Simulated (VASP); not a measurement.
Set up this calculation in VASP 6.6.1, as the native input.

* Task: single point
* Functional: PBE
* Dispersion: D3(BJ)
* Potentials or basis: VASP PAW PBE potentials, release 64 (Ta_pv, N, C, H)
* Cutoff: 520 eV
* k mesh: 3 × 3 × 1
* Occupations: gaussian, width 0.1 eV
* Spin: no spin polarisation
* Dipole correction: yes
* Further INCAR settings: LREAL = Auto; ALGO = Normal; EDIFF = 1e-06; NBANDS = 120

The structure of Ta12HCN13 lies in POSCAR:

```
Ta12HCN13
1.0
    6.2014901195      0.0000000000      0.0000000000
    0.0000000000      6.2014901195      0.0000000000
    0.0000000000      0.0000000000     24.6007157170
Ta N C H
12 13 1 1
Direct
    0.5000000000      0.5000000000      0.3251937908
    0.5000000000      0.0000000000      0.3251937908
    0.0000000000      0.5000000000      0.3251937908
    0.0000000000      0.0000000000      0.3251937908
    0.7500000000      0.7500000000      0.4130904909
    0.7500000000      0.2500000000      0.4153808105
    0.2500000000      0.7500000000      0.4153808105
    0.2500000000      0.2500000000      0.4179128503
    0.0184498844      0.0184498844      0.5003715684
    0.0184498844      0.4815501156      0.5003715684
    0.4815501156      0.0184498844      0.5003715684
    0.4815501156      0.4815501156      0.5003715684
    0.2500000000      0.2500000000      0.3251937908
    0.2500000000      0.7500000000      0.3251937908
    0.7500000000      0.2500000000      0.3251937908
    0.7500000000      0.7500000000      0.3251937908
    0.5018419208      0.5018419208      0.4132488749
    0.5018419208     -0.0018419208      0.4132488749
   -0.0018419208      0.5018419208      0.4132488749
   -0.0018419208     -0.0018419208      0.4132488749
    0.7500000000      0.7500000000      0.5004500860
    0.7500000000      0.2500000000      0.5104984579
    0.2500000000      0.7500000000      0.5104984579
    0.2500000000      0.2500000000      0.5307582686
    0.7500000000      0.7500000000      0.6348684819
    0.7500000000      0.7500000000      0.6819458086
    0.7500000000      0.7500000000      0.7256238711
```

These files were run (other wordings do the same):

INCAR

```
ALGO = Normal
DIPOL = 0.5 0.5 0.445
EDIFF = 1E-6
ENCUT = 520
GGA = PE
IDIPOL = 3
ISIF = 2
ISMEAR = 0
IVDW = 12
LASPH = T
LCHARG = T
LDIPOL = T
LELF = T
LREAL = Auto
LVACPOTAV = T
LVHAR = T
LWAVE = F
NBANDS = 120
NELM = 100
PREC = Accurate
SIGMA = 0.1
```

KPOINTS

```
k-points
0
Gamma
  3 3 1
```

Potentials or basis: VASP PAW PBE potentials, release 64 (Ta_pv, N, C, H).

Run with:

```console
$ cat potpaw_PBE.64/Ta_pv/POTCAR potpaw_PBE.64/N/POTCAR potpaw_PBE.64/C/POTCAR potpaw_PBE.64/H/POTCAR > POTCAR
$ mpirun -np 1 vasp_std > vasp.out
```

Results of the run:

- Largest force: 2.509 eV/Å
- Band gap on the k mesh: zero (bands 101 and 102 overlap by 0.45 eV)
- Dispersion energy per atom: -0.278 eV

Caveat: spin-orbit coupling is left out, which moves the levels of the heavy elements.

Wall time 12 min on 1 thread of Intel(R) Xeon(R) Platinum 8559C (Emerald Rapids) (shared host), peak memory 1 GiB.
